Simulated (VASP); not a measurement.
# Ba2HfGa3 (P6/mmm) in VASP: further runs

Ba2HfGa3 is run at these levels: PBE; tasks: single point, relaxation of cell and atoms.

Program: VASP 6.6.1. These are calculated values, not measurements. Logs are shortened: lines on timing, memory, paths and dates and some standing lists are left out, and cuts for length are marked.

## Step 1: The cell of the first run

Symmetry: P6/mmm, No. 191, hexagonal system. The conventional cell has a = 6.503 Å, b = 6.503 Å, c = 3.960 Å, α = 90.00°, β = 90.00°, γ = 120.00°. Ba (site symmetry -6m2) has 6 Ga at 2.73 Å within 3.6 Å. Within 4.9 Å of Hf (site symmetry 6/mmm) lie 6 Ba at 3.75 Å and 12 Ga at 3.81 Å and 2 Hf at 3.96 Å. Ga (site symmetry mmm) has 4 Ba at 2.73 Å and 4 Ga at 3.25 Å within 3.6 Å.

## Step 2: Single point, PBE

File INCAR:

```
SYSTEM = Ba2HfGa3
PREC = Accurate
ENCUT = 520
EDIFF = 1E-6
ISMEAR = 0
SIGMA = 0.1
LREAL = .FALSE.
LASPH = .TRUE.
NELM = 100
ALGO = Normal
ISIF = 2
LWAVE = .FALSE.
LCHARG = .FALSE.
GGA = PE
NBANDS = 44
```

File KPOINTS:

```
Automatic mesh
0
G
  3 3 4
  0 0 0
```

File POSCAR:

```
Ba2HfGa3
1.0
    6.5027178410      0.0000000000      0.0000000000
   -3.2513589205      5.6315188439      0.0000000000
    0.0000000000      0.0000000000      3.9596211751
Ba Hf Ga
2 1 3
Direct
    0.3333333333      0.6666666667      0.0000000000
    0.6666666667      0.3333333333      0.0000000000
    0.0000000000      0.0000000000      0.0000000000
    0.5000000000      0.0000000000      0.5000000000
    0.5000000000      0.5000000000      0.5000000000
    0.0000000000      0.5000000000      0.5000000000
```

Potentials or basis: VASP PAW PBE potentials, release 64 (Ba_sv, Hf_pv, Ga_d).

Command:

```sh
> cat potpaw_PBE.64/Ba_sv/POTCAR potpaw_PBE.64/Hf_pv/POTCAR potpaw_PBE.64/Ga_d/POTCAR > POTCAR
> mpirun -np 1 vasp_std > vasp.out
```

OUTCAR:

```text
SYSTEM = Ba2HfGa3
   PREC = Accurate
   ENCUT = 520
   EDIFF = 1E-6
   ISMEAR = 0
   LREAL = .FALSE.
   LASPH = .TRUE.
   NELM = 100
   ISIF = 2
   GGA = PE

 ion  position               nearest neighbor table
   1  0.333  0.667  0.000-   4 2.73   4 2.73   6 2.73   6 2.73   5 2.73   5 2.73   2 3.75   2 3.75
                             3 3.75   3 3.75   3 3.75   2 3.75
   2  0.667  0.333  0.000-   4 2.73   4 2.73   6 2.73   6 2.73   5 2.73   5 2.73   1 3.75   1 3.75
                             3 3.75   3 3.75   3 3.75   1 3.75
   3  0.000  0.000  0.000-   1 3.75   2 3.75   1 3.75   2 3.75   2 3.75   1 3.75
   4  0.500  0.000  0.500-   1 2.73   2 2.73   1 2.73   2 2.73
   5  0.500  0.500  0.500-   1 2.73   2 2.73   1 2.73   2 2.73
   6  0.000  0.500  0.500-   1 2.73   2 2.73   1 2.73   2 2.73

  LATTYP: Found a hexagonal cell.
 ALAT       =     6.5027178410
 C/A-ratio  =     0.6089178820

  Lattice vectors:

 A1 = (   6.5027178410,   0.0000000000,   0.0000000000)
 A2 = (  -3.2513589205,   5.6315188439,   0.0000000000)
 A3 = (   0.0000000000,   0.0000000000,   3.9596211751)

Analysis of symmetry for initial positions (statically):
=====================================================================
 Subroutine PRICEL returns:
 Original cell was already a primitive cell.

 Routine SETGRP: Setting up the symmetry group for a
 hexagonal supercell.

 Subroutine GETGRP returns: Found 24 space group operations
 (whereof 24 operations were pure point group operations)
 out of a pool of 24 trial point group operations.

The static configuration has the point symmetry D_6h.

Analysis of symmetry for dynamics (positions and initial velocities):
=====================================================================
 Subroutine PRICEL returns:
 Original cell was already a primitive cell.

 Routine SETGRP: Setting up the symmetry group for a
 hexagonal supercell.

 Subroutine GETGRP returns: Found 24 space group operations
 (whereof 24 operations were pure point group operations)
 out of a pool of 24 trial point group operations.

The dynamic configuration has the point symmetry D_6h.

 Subroutine INISYM returns: Found 24 space group operations
 (whereof 24 operations are pure point group operations),
 and found     1 'primitive' translations

----------------------------------------------------------------------------------------

                                     Primitive cell

  volume of cell :     145.0020

  direct lattice vectors                    reciprocal lattice vectors
     6.502717841  0.000000000  0.000000000     0.153781853  0.088785994  0.000000000
    -3.251358920  5.631518844  0.000000000     0.000000000  0.177571989  0.000000000
     0.000000000  0.000000000  3.959621175     0.000000000  0.000000000  0.252549412

  length of vectors
     6.502717841  6.502717841  3.959621175     0.177571989  0.177571989  0.252549412

  position of ions in fractional coordinates (direct lattice)
     0.333333333  0.666666667  0.000000000
     0.666666667  0.333333333  0.000000000
     0.000000000  0.000000000  0.000000000
     0.500000000  0.000000000  0.500000000
     0.500000000  0.500000000  0.500000000
     1.000000000  0.500000000  0.500000000

  ion indices of the primitive-cell ions
   primitive index   ion index
                 1           1
                 2           2
                 3           3
                 4           4
                 5           5
                 6           6

----------------------------------------------------------------------------------------

 KPOINTS: Automatic mesh

Automatic generation of k-mesh.
 Grid dimensions read from file:
 generate k-points for:    3    3    4

 Generating k-lattice:

  Cartesian coordinates                     Fractional coordinates (reciprocal lattice)
     0.051260618  0.029595331  0.000000000     0.333333333 -0.000000000  0.000000000
     0.000000000  0.059190663  0.000000000     0.000000000  0.333333333  0.000000000
     0.000000000  0.000000000  0.063137353     0.000000000  0.000000000  0.250000000

  Length of vectors
     0.059190663  0.059190663  0.063137353

  Shift w.r.t. Gamma in fractional coordinates (k-lattice)
     0.000000000  0.000000000  0.000000000

 Subroutine IBZKPT returns following result:
 ===========================================

 Found      9 irreducible k-points:

 Following reciprocal coordinates:
            Coordinates               Weight
  0.000000  0.000000  0.000000      1.000000
  0.333333  0.000000  0.000000      6.000000
  0.333333  0.333333  0.000000      2.000000
  0.000000  0.000000  0.250000      2.000000
  0.333333  0.000000  0.250000     12.000000
  0.333333  0.333333  0.250000      4.000000
  0.000000  0.000000  0.500000      1.000000
  0.333333  0.000000  0.500000      6.000000
  0.333333  0.333333  0.500000      2.000000
   k-points           NKPTS =      9   k-points in BZ     NKDIM =      9   number of bands    NBANDS=     44
[... 39 lines left out ...]
  Fermi-wavevector in a.u.,A,eV,Ry     =   1.278105  2.415268 22.225826  1.633552
  Thomas-Fermi vector in A             =   2.410667
   LORBIT       =      0    0 simple, 1 ext, 2 COOP (PROOUT), +10 PAW based schemes
   GGA     = PE    functional components
   LHFCALC =     F    Hartree Fock is set to
   AEXX    =    0.0000 exact exchange contribution
   IVDW    =     0    specifies the selected vdW correction
   LEPSILON=     F    determine dielectric tensor
   LRPA    =     F    only Hartree local field effects (RPA)
 non-spin polarized calculation
 Gauss-broadening in eV      SIGMA  =   0.10
  energy-cutoff  :      520.00
  volume of cell :      145.00
 maximum number of plane-waves:      3942
   NGX = 25   NGY = 25   NGZ = 15

 number of electron      68.9999969 magnetization

 Free energy of the ion-electron system (eV)
  ---------------------------------------------------
  ext. energy  EPLUGINS =         0.00000000
  ---------------------------------------------------
  free energy    TOTEN  =       -13.10962649 eV

  energy without entropy =      -13.06951795  energy(sigma->0) =      -13.08957222

 E-fermi :   4.7093     XC(G=0): -10.4286

 val. band max:        4.6757391078   @ k =   0.3333   0.0000   0.5000
 cond. band min:       4.7174179388   @ k =   0.3333   0.0000   0.2500
 fundamental gap:      0.0416788310
 Fermi energy:         4.7093254220

 k-point     1 :       0.0000    0.0000    0.0000
  band No.  band energies     occupation
      1     -27.4935      2.00000
      2     -27.4258      2.00000
      3     -27.4258      2.00000
      4     -22.7893      2.00000
      5     -22.5501      2.00000
      6     -11.0843      2.00000
[... 36 lines left out ...]
     43       8.4247      0.00000
     44       8.4473      0.00000

 k-point     2 :       0.3333    0.0000    0.0000
  band No.  band energies     occupation
      1     -27.4935      2.00000
      2     -27.4262      2.00000
      3     -27.4259      2.00000
      4     -22.7392      2.00000
      5     -22.6022      2.00000
      6     -11.0038      2.00000
[... 36 lines left out ...]
     43       7.9318      0.00000
     44       8.4204      0.00000

 k-point     3 :       0.3333    0.3333    0.0000
  band No.  band energies     occupation
      1     -27.4935      2.00000
      2     -27.4261      2.00000
      3     -27.4261      2.00000
      4     -22.6712      2.00000
      5     -22.6712      2.00000
      6     -10.8806      2.00000
[... 36 lines left out ...]
     43       7.2665      0.00000
     44       8.4615      0.00000

 k-point     4 :       0.0000    0.0000    0.2500
  band No.  band energies     occupation
      1     -27.5098      2.00000
      2     -27.4245      2.00000
      3     -27.4245      2.00000
      4     -22.7270      2.00000
      5     -22.5161      2.00000
      6     -10.8876      2.00000
[... 177 lines left out ...]
     43       7.1085      0.00000
     44       7.6405      0.00000

 k-point     8 :       0.3333    0.0000    0.5000
  band No.  band energies     occupation
      1     -27.5260      2.00000
      2     -27.4234      2.00000
      3     -27.4231      2.00000
      4     -22.6244      2.00000
      5     -22.5206      2.00000
      6     -10.8911      2.00000
[... 36 lines left out ...]
     43       7.3451      0.00000
     44       8.2196      0.00000

 k-point     9 :       0.3333    0.3333    0.5000
  band No.  band energies     occupation
      1     -27.5260      2.00000
      2     -27.4233      2.00000
      3     -27.4233      2.00000
      4     -22.5726      2.00000
      5     -22.5726      2.00000
      6     -10.7854      2.00000
[... 36 lines left out ...]
     43       7.9237      0.00000
     44       7.9237      0.00000

------------------------ aborting loop because EDIFF is reached ----------------------------------------

  FORCE on cell =-STRESS in cart. coord.  units (eV):
  Direction    XX          YY          ZZ          XY          YZ          ZX
  --------------------------------------------------------------------------------------
  -------------------------------------------------------------------------------------
  Total       11.1040642     11.1040642     36.6089826      0.0000000     -0.0000000      0.0000000
  in kB      122.6926249    122.6926249    404.5052406      0.0000000     -0.0000000      0.0000000
  external PRESSURE =     216.6301634 kB  Pullay stress =       0.0000000 kB

 VOLUME and BASIS-vectors are now :
 -----------------------------------------------------------------------------
  energy-cutoff  :      520.00
  volume of cell :      145.00
      direct lattice vectors                 reciprocal lattice vectors
     6.502717841  0.000000000  0.000000000     0.153781853  0.088785994  0.000000000
    -3.251358920  5.631518844  0.000000000     0.000000000  0.177571989  0.000000000
     0.000000000  0.000000000  3.959621175     0.000000000  0.000000000  0.252549412

 POSITION                                       TOTAL-FORCE (eV/Angst)
 -----------------------------------------------------------------------------------
     -0.00000      3.75435      0.00000         0.000000      0.000000      0.000000
      3.25136      1.87717      0.00000        -0.000000     -0.000000     -0.000000
      0.00000      0.00000      0.00000        -0.000000      0.000000     -0.000000
      3.25136      0.00000      1.97981         0.000000      0.000000     -0.000000
      1.62568      2.81576      1.97981        -0.000000      0.000000     -0.000000
     -1.62568      2.81576      1.97981         0.000000      0.000000     -0.000000
 -----------------------------------------------------------------------------------
    total drift:                                0.000000      0.000000     -0.000000

  FREE ENERGIE OF THE ION-ELECTRON SYSTEM (eV)
  ---------------------------------------------------
  free  energy   TOTEN  =       -13.1096264944 eV

  energy  without entropy=      -13.0695179515  energy(sigma->0) =      -13.08957222
```

Wall time 44 s (1 thread of Intel Xeon 6975P-C (Granite Rapids), shared host); peak memory 0.27 GiB.

What came out:

```yaml
Free_energy: -13.1096 eV
Pressure: 21.7 GPa
Band_gap_on_the_k_mesh: zero (an odd number of electrons rules out a gap without spin polarisation)
```

Caveat: the k points lie up to 0.40 Å⁻¹ apart, too coarse for converged energies and pressures of a metal; spin-orbit coupling is left out, which moves the levels of the heavy elements.

## Step 3: Single point, PBE

This run uses another cell than the first one, of 30.83 Å³/atom.

File INCAR:

```
SYSTEM = Ba2HfGa3
PREC     = Accurate       ! precision mode
ENCUT    = 520            ! plane-wave cutoff, eV
EDIFF    = 1E-6           ! SCF threshold, eV
ISMEAR   = 0              ! smearing method
SIGMA    = 0.1            ! smearing width, eV
LREAL    = .FALSE.        ! projectors in reciprocal space
LASPH    = .TRUE.         ! aspherical terms in the spheres
NELM     = 60             ! most SCF steps
ALGO     = Normal         ! electronic algorithm
ISIF     = 2              ! what is computed and relaxed
LWAVE    = .FALSE.        ! write WAVECAR
LCHARG   = .FALSE.        ! write CHGCAR
GGA      = PE             ! functional
NBANDS   = 44             ! bands
```

KPOINTS is that of step 2.

Edit POSCAR of step 2 so:

```diff
@@ -2,5 +2,5 @@
 1.0
-    6.5027178410      0.0000000000      0.0000000000
-   -3.2513589205      5.6315188439      0.0000000000
-    0.0000000000      0.0000000000      3.9596211751
+    6.0824519867      0.0000000000      0.0000000000
+   -3.0412259934      5.2675579378      0.0000000000
+    0.0000000000      0.0000000000      5.7740851121
 Ba Hf Ga
```

Potentials or basis: VASP PAW PBE potentials, release 64 (Ba_sv, Hf_pv, Ga_d).

Command:

```sh
> cat potpaw_PBE.64/Ba_sv/POTCAR potpaw_PBE.64/Hf_pv/POTCAR potpaw_PBE.64/Ga_d/POTCAR > POTCAR
> mpirun -np 1 vasp_std > vasp.out
```

Run time: 56 s. Hardware: 1 thread of Intel Xeon 6975P-C (Granite Rapids), shared host; peak memory 0.35 GiB.

The run converged. Its results:

* Free energy: -18.9729 eV
* Pressure: 0.4 GPa
* Band gap on the k mesh: zero (an odd number of electrons rules out a gap without spin polarisation)

Stress tensor (GPa, compression positive):
```
0.38 0.00 0.00
0.00 0.38 0.00
0.00 0.00 0.53
```

Levels at points of the mesh, in eV from the Fermi level:
```tsv
k point	band 32	band 33	band 34	band 35	band 36	band 37
(0.00, 0.00, 0.00)	-0.83	-0.83	-0.14	-0.14	-0.12	0.27
(0.00, 0.00, 0.50)	-1.36	-1.36	-0.52	0.87	0.87	1.04
```

Caveat: the k points lie up to 0.40 Å⁻¹ apart, too coarse for converged energies and pressures of a metal; spin-orbit coupling is left out, which moves the levels of the heavy elements.

## Step 4: Relaxation of cell and atoms, PBE

File INCAR:

```
ALGO = Normal
EDIFF = 1E-6
EDIFFG = -0.04
ENCUT = 600
GGA = PE
IBRION = 2
ISIF = 3
ISMEAR = 0
LASPH = T
LCHARG = F
LREAL = F
LWAVE = F
NELM = 80
NSW = 90
PREC = Accurate
SIGMA = 0.1
```

File KPOINTS:

```
k-points
0
Gamma
  3 3 4
```

Edit POSCAR of step 3 so:

```diff
@@ -2,5 +2,5 @@
 1.0
-    6.0824519867      0.0000000000      0.0000000000
-   -3.0412259934      5.2675579378      0.0000000000
-    0.0000000000      0.0000000000      5.7740851121
+    6.5027178410      0.0000000000      0.0000000000
+   -3.2513589205      5.6315188439      0.0000000000
+    0.0000000000      0.0000000000      3.9596211751
 Ba Hf Ga
```

Command:

```sh
> cat potpaw_PBE.64/Ba_sv/POTCAR potpaw_PBE.64/Hf_pv/POTCAR potpaw_PBE.64/Ga_d/POTCAR > POTCAR
> mpirun -np 1 vasp_std > vasp.out
```

Run time: 6.5 min. Hardware: 1 thread of Intel Xeon 6975P-C (Granite Rapids), shared host; peak memory 0.34 GiB.

Results (log left out):

| Property | Result |
| --- | --- |
| Free energy | -18.9531 eV |
| Relaxed volume | 31.20 Å³/atom |
| Relaxed cell | a = 6.120 Å, b = 6.120 Å, c = 5.772 Å, α = 90.00°, β = 90.00°, γ = 120.00° |
| Space group after relaxing (to 0.1 Å) | P6/mmm (No. 191) |
| Energy gained by relaxing | 974.0 meV/atom |
| Ionic steps | 7 |
| Pressure after relaxing | 0.1 GPa |
| Band gap on the k mesh | zero (an odd number of electrons rules out a gap without spin polarisation) |

Stress tensor (GPa, compression positive):
```
0.01 0.00 0.00
0.00 0.01 0.00
0.00 0.00 0.20
```

The path:
| step | energy change (eV) | largest force (eV/Å) | pressure (GPa) | volume (Å³) |
| --- | --- | --- | --- | --- |
| 1 | 0.0000 | 0.0000 | 21.65 | 145.00 |
| 2 | -4.8918 | 0.0000 | -1.79 | 222.63 |
| 3 | -4.8940 | 0.0000 | -1.66 | 221.25 |
| 4 | -5.3197 | 0.0000 | -1.65 | 212.41 |
| 5 | -5.6914 | 0.0000 | -1.02 | 199.51 |
| 6 | -5.6533 | 0.0000 | 2.42 | 171.55 |
| 7 | -5.8438 | 0.0000 | 0.07 | 187.20 |

Final structure:
```cif
data_structure
_symmetry_space_group_name_H-M 'P 1'
_symmetry_Int_Tables_number 1
_cell_length_a 6.1198
_cell_length_b 6.1198
_cell_length_c 5.7716
_cell_angle_alpha 90.000
_cell_angle_beta 90.000
_cell_angle_gamma 120.000
_cell_volume 187.20
loop_
_atom_site_label
_atom_site_type_symbol
_atom_site_fract_x
_atom_site_fract_y
_atom_site_fract_z
_atom_site_occupancy
Ba1 Ba 0.33333 0.66667 0.00000 1
Ba2 Ba 0.66667 0.33333 0.00000 1
Hf1 Hf 0.00000 0.00000 0.00000 1
Ga1 Ga 0.50000 0.00000 0.50000 1
Ga2 Ga 0.50000 0.50000 0.50000 1
Ga3 Ga 0.00000 0.50000 0.50000 1
```

Levels at points of the mesh, in eV from the Fermi level:
| k point | band 32 | band 33 | band 34 | band 35 | band 36 | band 37 |
| --- | --- | --- | --- | --- | --- | --- |
| (0.00, 0.00, 0.00) | -0.83 | -0.83 | -0.14 | -0.14 | -0.10 | 0.28 |
| (0.00, 0.00, 0.50) | -1.34 | -1.34 | -0.48 | 0.84 | 0.84 | 1.01 |

Caveat: the k points lie up to 0.40 Å⁻¹ apart in the final cell, too coarse for converged energies and pressures of a metal; the volume moved by over 15 % at a fixed basis, so the end points are rough; spin-orbit coupling is left out, which moves the levels of the heavy elements.

## Step 5: Single point, PBE

This run uses another cell than the first one, of 30.77 Å³/atom.

File INCAR:

```
SYSTEM = Ba2HfGa3
ALGO = Fast
EDIFF = 1E-6
ENCUT = 520
GGA = PE
ISIF = 2
ISMEAR = 0
LASPH = .True.
LCHARG = .False.
LREAL = .False.
LWAVE = .False.
NBANDS = 44
NELM = 100
PREC = Accurate
SIGMA = 0.1
```

File KPOINTS:

```
k-points
0
Gamma
  6 6 8
  0 0 0
```

Edit POSCAR of step 4 so:

```diff
@@ -2,5 +2,5 @@
 1.0
-    6.5027178410      0.0000000000      0.0000000000
-   -3.2513589205      5.6315188439      0.0000000000
-    0.0000000000      0.0000000000      3.9596211751
+    6.0567083311      0.0000000000      0.0000000000
+   -3.0283541656      5.2452632780      0.0000000000
+    0.0000000000      0.0000000000      5.8117365297
 Ba Hf Ga
```

Command:

```sh
> cat potpaw_PBE.64/Ba_sv/POTCAR potpaw_PBE.64/Hf_pv/POTCAR potpaw_PBE.64/Ga_d/POTCAR > POTCAR
> mpirun -np 1 vasp_std > vasp.out
```

It took 9 min on 1 thread of Intel Xeon 6975P-C (Granite Rapids), shared host; peak memory 0.5 GiB.

It converged, with:

| Quantity | Value |
| --- | --- |
| Free energy | -19.0915 eV |
| Pressure | 0.4 GPa |
| Band gap on the k mesh | zero (an odd number of electrons rules out a gap without spin polarisation) |

Levels at points of the mesh, in eV from the Fermi level:
```
           k point  band 30  band 31  band 32  band 33  band 34  band 35  band 36  band 37  band 38  band 39
(0.00, 0.00, 0.00)    -2.60    -2.50    -0.73    -0.73    -0.11    -0.08    -0.08     0.28     0.28     0.51
(0.50, 0.00, 0.00)    -2.63    -0.98    -0.71    -0.53    -0.48    -0.06     0.19     0.47     0.80     1.17
(0.00, 0.00, 0.50)    -3.38    -1.73    -1.27    -1.27    -0.54     0.90     0.90     1.07     1.07     1.26
(0.50, 0.00, 0.50)    -2.01    -1.54    -1.20    -0.96     0.31     0.59     0.68     0.80     0.90     1.40
```

Caveat: spin-orbit coupling is left out, which moves the levels of the heavy elements.

## Step 6: Overview

```tsv
task	cell	k mesh	cutoff (eV)	gap on the mesh (eV)	pressure (GPa)
single point	a = 6.503, b = 6.503, c = 3.960 Å, angles 90.0, 90.0, 120.0°, 6 atoms	3 × 3 × 4	520	none	21.7
single point	a = 6.082, b = 6.082, c = 5.774 Å, angles 90.0, 90.0, 120.0°, 6 atoms	3 × 3 × 4	520	none	0.4
relaxation of cell and atoms	relaxed from a = 6.503, b = 6.503, c = 3.960 Å, angles 90.0, 90.0, 120.0°, 6 atoms	3 × 3 × 4	600	none	0.1
single point	a = 6.057, b = 6.057, c = 5.812 Å, angles 90.0, 90.0, 120.0°, 6 atoms	6 × 6 × 8	520	none	0.4
```

Alike in all rows: level PBE; potentials or basis VASP PAW PBE potentials, release 64 (Ba_sv, Hf_pv, Ga_d); no spin polarisation; smearing gaussian 0.1 eV.

Caveats: some runs use coarse meshes; spin-orbit coupling is left out, which moves the levels of the heavy elements; the volume moved by over 15 % at a fixed basis, so the end points are rough (at least some runs).

Total energies depend on the potentials used, so only differences within one code and one set of settings carry meaning.

The gap in the log of VASP goes by the Fermi energy; the results here count the filled bands.